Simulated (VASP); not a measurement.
# Pt (P6_3/mmc) in VASP: a series of runs

Runs on Pt. Level: PBEsol. Tasks: single point.

Everything below comes from runs of VASP 6.6.1. Logs are shortened: lines on timing, memory, paths and dates and some standing lists are left out, and cuts for length are marked.

### Step 1. The cell of the first run

Symmetry: P6_3/mmc, No. 194, hexagonal system. Conventional cell: a = 2.725 Å, b = 2.725 Å, c = 4.189 Å, α = 90.00°, β = 90.00°, γ = 120.00°. Pt (site symmetry -6m2) has 12 Pt at 2.62 to 2.73 Å within 3.5 Å.

This isn't the form of Pt at room conditions, which is fcc.

### Step 2. Single point, PBEsol (engineering shear strain xy +0.0000, normal strain along z -0.1100)

INCAR reads:

```
SYSTEM = Pt
PREC = Accurate
ENCUT = 520
EDIFF = 1E-7
ISMEAR = 0
SIGMA = 0.15
LREAL = .False.
LASPH = .True.
NELM = 80
ALGO = Normal
ISIF = 2
LWAVE = .False.
LCHARG = .False.
GGA = PS
NBANDS = 17
```

KPOINTS reads:

```
regular mesh
0
Gamma
  18 18 10
  0 0 0
```

POSCAR reads:

```
Pt
1.0
    2.7251897179      0.0000000000      0.0000000000
   -1.3625948590      2.3600835258      0.0000000000
    0.0000000000      0.0000000000      4.1891605390
Pt
2
Direct
    0.6666666667      0.3333333333      0.7500000000
    0.3333333333      0.6666666667      0.2500000000
```

Potentials or basis: VASP PAW PBE potentials, release 64 (Pt).

Launch:

```bash
> cat potpaw_PBE.64/Pt/POTCAR > POTCAR
> mpirun -np 1 vasp_std > vasp.out
```

OUTCAR:

```text
SYSTEM = Pt
   PREC = Accurate
   ENCUT = 520
   EDIFF = 1E-7
   ISMEAR = 0
   LREAL = .False.
   LASPH = .True.
   NELM = 80
   ISIF = 2
   GGA = PS

 ion  position               nearest neighbor table
   1  0.667  0.333  0.750-   2 2.62   2 2.62   2 2.62   2 2.62   2 2.62   2 2.62
   2  0.333  0.667  0.250-   1 2.62   1 2.62   1 2.62   1 2.62   1 2.62   1 2.62

  LATTYP: Found a hexagonal cell.
 ALAT       =     2.7251897179
 C/A-ratio  =     1.5371995981

  Lattice vectors:

 A1 = (   2.7251897179,   0.0000000000,   0.0000000000)
 A2 = (  -1.3625948590,   2.3600835258,   0.0000000000)
 A3 = (   0.0000000000,   0.0000000000,   4.1891605390)

Analysis of symmetry for initial positions (statically):
=====================================================================
 Subroutine PRICEL returns:
 Original cell was already a primitive cell.

 Routine SETGRP: Setting up the symmetry group for a
 hexagonal supercell.

 Subroutine GETGRP returns: Found 24 space group operations
 (whereof 12 operations were pure point group operations)
 out of a pool of 24 trial point group operations.

The static configuration has the point symmetry D_3d.
 The point group associated with its full space group is D_6h.

Analysis of symmetry for dynamics (positions and initial velocities):
=====================================================================
 Subroutine PRICEL returns:
 Original cell was already a primitive cell.

 Routine SETGRP: Setting up the symmetry group for a
 hexagonal supercell.

 Subroutine GETGRP returns: Found 24 space group operations
 (whereof 12 operations were pure point group operations)
 out of a pool of 24 trial point group operations.

The dynamic configuration has the point symmetry D_3d.
 The point group associated with its full space group is D_6h.

 Subroutine INISYM returns: Found 24 space group operations
 (whereof 12 operations are pure point group operations),
 and found     1 'primitive' translations

----------------------------------------------------------------------------------------

                                     Primitive cell

  volume of cell :      26.9433

  direct lattice vectors                    reciprocal lattice vectors
     2.725189718  0.000000000  0.000000000     0.366946930  0.211856909  0.000000000
    -1.362594859  2.360083526  0.000000000     0.000000000  0.423713817  0.000000000
     0.000000000  0.000000000  4.189160539     0.000000000  0.000000000  0.238711310

  length of vectors
     2.725189718  2.725189718  4.189160539     0.423713817  0.423713817  0.238711310

  position of ions in fractional coordinates (direct lattice)
     0.666666667  0.333333333  0.750000000
     0.333333333  0.666666667  0.250000000

  ion indices of the primitive-cell ions
   primitive index   ion index
                 1           1
                 2           2

----------------------------------------------------------------------------------------

 KPOINTS: regular mesh

Automatic generation of k-mesh.
 Grid dimensions read from file:
 generate k-points for:   18   18   10

 Generating k-lattice:

  Cartesian coordinates                     Fractional coordinates (reciprocal lattice)
     0.020385941  0.011769828  0.000000000     0.055555556  0.000000000  0.000000000
     0.000000000  0.023539657  0.000000000     0.000000000  0.055555556  0.000000000
     0.000000000  0.000000000  0.023871131     0.000000000  0.000000000  0.100000000

  Length of vectors
     0.023539657  0.023539657  0.023871131

  Shift w.r.t. Gamma in fractional coordinates (k-lattice)
     0.000000000  0.000000000  0.000000000

 Subroutine IBZKPT returns following result:
 ===========================================

 Found    222 irreducible k-points:

 Following reciprocal coordinates:
            Coordinates               Weight
  0.000000  0.000000  0.000000      1.000000
  0.055556  0.000000  0.000000      6.000000
  0.111111  0.000000  0.000000      6.000000
  0.166667  0.000000  0.000000      6.000000
  0.222222  0.000000  0.000000      6.000000
  0.277778  0.000000  0.000000      6.000000
[... 16 lines left out ...]
  0.333333  0.111111  0.000000     12.000000
  0.388889  0.111111  0.000000     12.000000
 [... further k-points ...]
   k-points           NKPTS =    222   k-points in BZ     NKDIM =    222   number of bands    NBANDS=     17
   number of dos      NEDOS =    301   number of ions     NIONS =      2
   total plane-waves  NPLWV =  12800
   dimension x,y,z NGX =    20 NGY =   20 NGZ =   32
   dimension x,y,z NGXF=    40 NGYF=   40 NGZF=   64
   ions per type =               2
   NGX,Y,Z   is equivalent  to a cutoff of  12.20, 12.20, 12.70 a.u.
   NGXF,Y,Z  is equivalent  to a cutoff of  24.40, 24.40, 25.40 a.u.
 SYSTEM =  Pt
   PREC   = accura    normal or accurate (medium, high low for compatibility)
   ISTART =      0    job   : 0-new  1-cont  2-samecut
   ICHARG =      2    charge: 1-file 2-atom 10-const
   ISPIN  =      1    spin polarized calculation?
   LNONCOLLINEAR =      F non collinear calculations
   LSORBIT =      F    spin-orbit coupling
   LASPH  =      T    aspherical Exc in radial PAW
   ENCUT  =  520.0 eV  38.22 Ry    6.18 a.u.   5.07  5.07  7.79*2*pi/ulx,y,z
   NELM   =     80;   NELMIN=  2; NELMDL= -5     # of ELM steps
   EDIFF  = 0.1E-06   stopping-criterion for ELM
   LREAL  =      F    real-space projection
   EDIFFG = 0.1E-05   stopping-criterion for IOM
   NSW    =      0    number of steps for IOM
   IBRION =     -1    ionic relax: 0-MD 1-quasi-New 2-CG
   NFREE  =      0    steps in history (QN), initial steepest desc. (CG)
   ISIF   =      2    stress and relaxation
   ISYM   =      2    0-nonsym 1-usesym 2-fastsym
   POTIM  = 0.5000    time-step for ionic-motion
   TEBEG  =    0.0;   TEEND  =   0.0 temperature during run
   PSTRESS=    0.0 pullay stress
   NELECT =      20.0000    total number of electrons
   NUPDOWN=      -1.0000    fix difference up-down
   EMIN   =  10.00;   EMAX   =-10.00  energy-range for DOS
   EFERMI =   0.00;   METHOD = LEGACY
   ISMEAR =     0;   SIGMA  =   0.15  broadening in eV -4-tet -1-fermi 0-gaus
   EFERMI_NEDOS =   21; number of points for ismear=-14 and -15
   IALGO  =     38    algorithm
   IMIX   =      4    mixing-type and parameters
     AMIX     =   0.40;   BMIX     =  1.00
     AMIX_MAG =   1.60;   BMIX_MAG =  1.00
  volume/ion in A,a.u.               =      13.47        90.91
  Fermi-wavevector in a.u.,A,eV,Ry     =   1.482294  2.801130 29.894674  2.197197
  Thomas-Fermi vector in A             =   2.596098
   LORBIT       =      0    0 simple, 1 ext, 2 COOP (PROOUT), +10 PAW based schemes
   GGA     = PS    functional components
   LHFCALC =     F    Hartree Fock is set to
   AEXX    =    0.0000 exact exchange contribution
   IVDW    =     0    specifies the selected vdW correction
   LEPSILON=     F    determine dielectric tensor
   LRPA    =     F    only Hartree local field effects (RPA)
 non-spin polarized calculation
 Gauss-broadening in eV      SIGMA  =   0.15
  energy-cutoff  :      520.00
  volume of cell :       26.94
 maximum number of plane-waves:       743
   NGX = 11   NGY = 11   NGZ = 15

 number of electron      20.0000001 magnetization

 Free energy of the ion-electron system (eV)
  ---------------------------------------------------
  ext. energy  EPLUGINS =         0.00000000
  ---------------------------------------------------
  free energy    TOTEN  =       -13.26059383 eV

  energy without entropy =      -13.22090964  energy(sigma->0) =      -13.24075174

 E-fermi :  13.4498     XC(G=0): -14.2977

 val. band max:       13.4426704130   @ k =   0.1111   0.0556   0.4000
 cond. band min:      13.4498190887   @ k =   0.3889   0.2222   0.2000
 fundamental gap:      0.0071486757
 Fermi energy:        13.4497746268

 k-point     1 :       0.0000    0.0000    0.0000
  band No.  band energies     occupation
      1       1.7739      2.00000
      2       4.8823      2.00000
      3       8.9912      2.00000
      4       8.9912      2.00000
      5       9.4294      2.00000
      6       9.7574      2.00000
[... 9 lines left out ...]
     16      31.2066      0.00000
     17      34.5204      0.00000

 k-point     2 :       0.0556    0.0000    0.0000
  band No.  band energies     occupation
      1       1.8917      2.00000
      2       4.9778      2.00000
      3       8.7771      2.00000
      4       9.0854      2.00000
      5       9.6182      2.00000
      6       9.7058      2.00000
[... 9 lines left out ...]
     16      31.3712      0.00000
     17      33.8395      0.00000

 k-point     3 :       0.1111    0.0000    0.0000
  band No.  band energies     occupation
      1       2.2363      2.00000
      2       5.2445      2.00000
      3       8.4148      2.00000
      4       9.3640      2.00000
      5       9.5036      2.00000
      6       9.5464      2.00000
[... 9 lines left out ...]
     16      31.5682      0.00000
     17      32.7003      0.00000

 k-point     4 :       0.1667    0.0000    0.0000
  band No.  band energies     occupation
      1       2.7794      2.00000
      2       5.6097      2.00000
      3       8.0687      2.00000
      4       8.8446      2.00000
      5       9.3624      2.00000
      6       9.4360      2.00000
[... 9 lines left out ...]
     16      31.1169      0.00000
     17      31.1992      0.00000
[... 343 lines left out ...]
      1       5.1432      2.00000
      2       6.1134      2.00000
      3       6.7383      2.00000
      4       7.8557      2.00000
      5       8.5007      2.00000
      6       9.5675      2.00000
[... 9 lines left out ...]
     16      28.6629      0.00000
     17      30.4989      0.00000

 k-point    23 :       0.3333    0.1111    0.0000
  band No.  band energies     occupation
      1       5.5620      2.00000
      2       5.9132      2.00000
      3       6.3486      2.00000
      4       8.3205      2.00000
      5       8.3880      2.00000
      6       9.6478      2.00000
[... 9 lines left out ...]
     16      28.1347      0.00000
     17      28.4498      0.00000

 k-point    24 :       0.3889    0.1111    0.0000
  band No.  band energies     occupation
      1       5.7270      2.00000
      2       5.7967      2.00000
      3       6.1097      2.00000
      4       8.3243      2.00000
      5       8.7715      2.00000
      6       9.5308      2.00000
[... 9 lines left out ...]
     16      26.8014      0.00000
     17      27.7996      0.00000

 [... further k-points ...]
[... 5 lines left out ...]
  --------------------------------------------------------------------------------------
  -------------------------------------------------------------------------------------
  Total        6.5961018      6.5961018     10.3388940     -0.0000000      0.0000000      0.0000000
  in kB      392.2354253    392.2354253    614.7995603     -0.0000000      0.0000000      0.0000000
  external PRESSURE =     466.4234703 kB  Pullay stress =       0.0000000 kB

 VOLUME and BASIS-vectors are now :
 -----------------------------------------------------------------------------
  energy-cutoff  :      520.00
  volume of cell :       26.94
      direct lattice vectors                 reciprocal lattice vectors
     2.725189718  0.000000000  0.000000000     0.366946930  0.211856909  0.000000000
    -1.362594859  2.360083526  0.000000000     0.000000000  0.423713817  0.000000000
     0.000000000  0.000000000  4.189160539     0.000000000  0.000000000  0.238711310

 POSITION                                       TOTAL-FORCE (eV/Angst)
 -----------------------------------------------------------------------------------
      1.36259      0.78669      3.14187         0.000000     -0.000000      0.000000
     -0.00000      1.57339      1.04729        -0.000000      0.000000      0.000000
 -----------------------------------------------------------------------------------
    total drift:                               -0.000000      0.000000     -0.000000

  FREE ENERGIE OF THE ION-ELECTRON SYSTEM (eV)
  ---------------------------------------------------
  free  energy   TOTEN  =       -13.2605938322 eV

  energy  without entropy=      -13.2209096392  energy(sigma->0) =      -13.24075174
```

Wall time 66 s (1 thread of Intel Xeon Platinum 8259CL at 2.50GHz (Skylake/Cascade Lake), shared host); peak memory 0.2 GiB.

Results:

* Free energy: -13.2606 eV
* Pressure: 46.6 GPa
* Band gap on the k mesh: zero (bands 10 and 11 overlap by 1.60 eV)

Caveat: the cell differs from its parent crystal (engineering shear strain xy +0.0000, normal strain along z -0.1100); the stress differs along the axes, from 39 to 61 GPa; the PAW data sets were made with another functional, which shifts forces and pressure a little; spin-orbit coupling is left out, which moves the levels of the heavy elements.

(Continued in part 2 of 3.)
